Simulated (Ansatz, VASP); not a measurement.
# AlN in VASP and in Ansatz

```
CELL_PARAMETERS angstrom
3.12134 0.00000 0.00000
-1.56067 2.70316 0.00000
0.00000 0.00000 4.99454
ATOMIC_POSITIONS crystal
Al 0.33333 0.66667 0.00000
Al 0.66667 0.33333 0.50000
N 0.33333 0.66667 0.38500
N 0.66667 0.33333 0.88500
```

Change from the starting cell: volume scaled by 1.01, PAW files.

Alike in both runs: task electric field gradients; functional PBE; k mesh 11 × 11 × 6; occupations fermi-dirac, width 0.02 eV; no spin polarisation.

|  | VASP | Ansatz |
| --- | --- | --- |
| version | VASP 6.6.1 | Ansatz 0.2.0 |
| potentials or method | VASP PAW PBE potentials, release 64 (Al, N) | PAW with Ansatz's default frozen-core files, scalar-relativistic |
| plane-wave cutoff (eV) | 520 | 420 |
| valence electrons in the cell | 16 | 16 |

Ansatz gave:

```
gap on the k mesh at the Fermi level (eV)                     : 4.07
pressure (GPa)                                                : 2.0
traceless stress, the component that is largest in VASP (GPa) : -1.07
rms of the force components (eV/Å)                            : 0.104
size of Vzz on the site where it differs most (V/Å²)          : 0.3
```

Problem. Which values does VASP return?

Solution. gap on the k mesh at the Fermi level (eV): 4.08; pressure (GPa): 1.7; traceless stress, the component that is largest in VASP (GPa): -1.03; rms of the force components (eV/Å): 0.104; size of Vzz on the site where it differs most (V/Å²): 0.5.

Atom by atom the forces differ by 0.001 eV/Å (rms over components).
